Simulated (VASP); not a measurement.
Input of a VASP 6.6.1 run:

Contents of INCAR:

```
PREC = Accurate
ENCUT = 520
EDIFF = 1E-6
ISMEAR = 0
SIGMA = 0.15
LREAL = False
LASPH = True
NELM = 80
ALGO = Normal
ISIF = 2
LWAVE = False
LCHARG = True
GGA = PE
LELF = True
LVHAR = True
NBANDS = 15
```

The input KPOINTS:

```
regular mesh
0
Gamma
  18 18 18
```

Contents of POSCAR:

```
TiC
1.0
    0.0000000000      2.1640000000      2.0990800000
    2.1640000000      0.0000000000      2.0990800000
    2.1640000000      2.1640000000      0.0000000000
Ti C
1 1
Direct
    0.0000000000      0.0000000000      0.0000000000
    0.5000000000      0.5000000000      0.5000000000
```

Potentials or basis: VASP PAW PBE potentials, release 64 (Ti_sv, C).

The run is started by

```bash
$ cat potpaw_PBE.64/Ti_sv/POTCAR potpaw_PBE.64/C/POTCAR > POTCAR
$ mpirun -np 1 vasp_std > vasp.out
```

(1) Estimate the pressure.

(2) What does it give for the band gap on the k mesh?

Answers

(1) 9.8 GPa.

(2) zero (band 8 reaches 10.67 eV, above the bottom of band 9 at 9.18 eV).

Caveat: the cell differs from its parent crystal (strain +0.000 along x and y, -0.030 along z).
